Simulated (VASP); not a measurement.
MgZn2O3, 6 atoms in the cell. Symmetry: P-3m1, No. 164, trigonal system. The conventional cell has a = 3.053 Å, b = 3.053 Å, c = 7.452 Å, α = 90.00°, β = 90.00°, γ = 120.00°. Within 2.8 Å of Mg (site symmetry -3m) lie 6 O at 2.13 Å. Zn (site symmetry 3m) has 6 O at 2.16 to 2.17 Å within 2.9 Å. O (site symmetry 3m) has 3 Mg at 2.13 Å and 3 Zn at 2.17 Å within 2.8 Å. Within 2.9 Å of O (site symmetry -3m) lie 6 Zn at 2.16 Å. 

- Program: VASP 6.6.1
- Task: single point
- Functional: PBEsol
- Potentials or basis: VASP PAW PBE potentials, release 64 (Mg, Zn, O)
- Cutoff: 520 eV
- k mesh: 12 × 12 × 4
- Occupations: gaussian, width 0.01 eV
- Spin: no spin polarisation
- Hubbard terms: Zn d U = 2.0 eV
- Dipole correction: no
- Further INCAR settings: ALGO = Normal; EDIFF = 1e-06; NBANDS = 31

Potentials or basis: VASP PAW PBE potentials, release 64 (Mg, Zn, O).

Launch:

```sh
$ cat potpaw_PBE.64/Mg/POTCAR potpaw_PBE.64/Zn/POTCAR potpaw_PBE.64/O/POTCAR > POTCAR
$ mpirun -np 1 vasp_std > vasp.out
```

Hardware: 1 thread of Intel(R) Xeon(R) 6975P-C (Granite Rapids) (shared host).

Q: Estimate the wall time of this run.

A: Run time: 52 s on 1 thread of Intel(R) Xeon(R) 6975P-C (Granite Rapids) (shared host), peak memory 0.25 GiB. Counts: scf iterations 15, k points 69.
